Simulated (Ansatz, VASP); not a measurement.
B in VASP and in Ansatz

The input INCAR:

```
SYSTEM = B
PREC = Accurate
ENCUT = 520
EDIFF = 1E-6
ISMEAR = -1
SIGMA = 0.05
LREAL = .FALSE.
LASPH = .TRUE.
NELM = 100
ALGO = Normal
ISIF = 2
LWAVE = .FALSE.
LCHARG = .FALSE.
GGA = PE
NBANDS = 8
```

Contents of KPOINTS:

```
regular mesh
0
G
  24 24 24
  0 0 0
```

POSCAR

```
B
1.0
    0.0000000000      1.3521532485      1.3521532485
    1.3521532485      0.0000000000      1.3521532485
    1.3521532485      1.3521532485      0.0000000000
B
1
Direct
    0.0000000000      0.0000000000      0.0000000000
```

Input for Ansatz:

```yaml
crystal:
  lattice:
    - [0.0, 1.3521532485, 1.3521532485]
    - [1.3521532485, 0.0, 1.3521532485]
    - [1.3521532485, 1.3521532485, 0.0]
  atoms:
    - { symbol: B, position: [0.0, 0.0, 0.0] }
kpoints:
  mp_grid: { grid: [24, 24, 24] }
scf:
  occupations: { method: fermi_dirac, width: 0.05 }
hamiltonian:
  xc: pbe
  pseudopotentials: { kind: all_electron, lapw: { basis_error: 0.001 } }
output:
  forces: true
  stress: true
  eigenvalues: true
  populations: true
```

Change from the starting cell: volume scaled by 0.84, LAPW.

Alike in both runs: task single point; functional PBE; k mesh 24 × 24 × 24; occupations fermi-dirac, width 0.05 eV; no spin polarisation.

|  | VASP | Ansatz |
| --- | --- | --- |
| version | VASP 6.6.1 | Ansatz 0.2.0 |
| potentials or method | VASP PAW PBE potentials, release 64 (B), cutoff 520 eV | all-electron LAPW, scalar-relativistic |

Ansatz gave:

```
pressure (GPa) : 65.3
```

Problem. Which values does VASP return?

Solution. Pressure (GPa): 65.4.

Both programs put the cell under a high pressure, so it lies far from rest at this level. Ansatz ran all-electron here, and VASP with PAW potentials.

Noted on VASP's run: the cell as given lies far from equilibrium.
